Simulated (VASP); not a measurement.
# Sb2Au: single point with LDA

Sb2Au:

```xyz
3
Lattice="0.0000 3.3280 3.3280 3.3280 0.0000 3.3280 3.3280 3.3280 0.0000" Properties=species:S:1:pos:R:3 pbc="T T T"
Sb    1.6640    1.6640    1.6640
Sb    4.9920    4.9920    4.9920
Au    0.0000    0.0000    0.0000
```

* Program: VASP 6.6.1
* Task: single point
* Functional: LDA
* Potentials or basis: VASP PAW LDA potentials, release 64 (Sb, Au)
* Cutoff: 520 eV
* k mesh: 6 × 6 × 6
* Occupations: methfessel-paxton, width 0.3 eV
* Spin: no spin polarisation

| Quantity | Value |
| --- | --- |
| Pressure | 3.3 GPa |

Levels at points of the mesh, in eV from the Fermi level:
```tsv
k point	band 7	band 8	band 9	band 10	band 11	band 12	band 13	band 14
(0.00, 0.00, 0.00)	-5.45	-0.36	-0.36	-0.36	0.46	0.46	0.46	1.44
(0.50, 0.00, 0.00)	-5.42	-2.46	-2.45	-2.45	-1.60	0.14	0.14	4.65
(0.50, 0.50, 0.00)	-5.29	-4.71	-4.71	-3.78	0.32	3.59	3.59	3.84
```

It took 37 s on 1 thread of Intel Xeon 8259CL, with other jobs on the host, peak memory 0.18 GiB.

Caveat: spin-orbit coupling is left out, which moves the levels of the heavy elements.
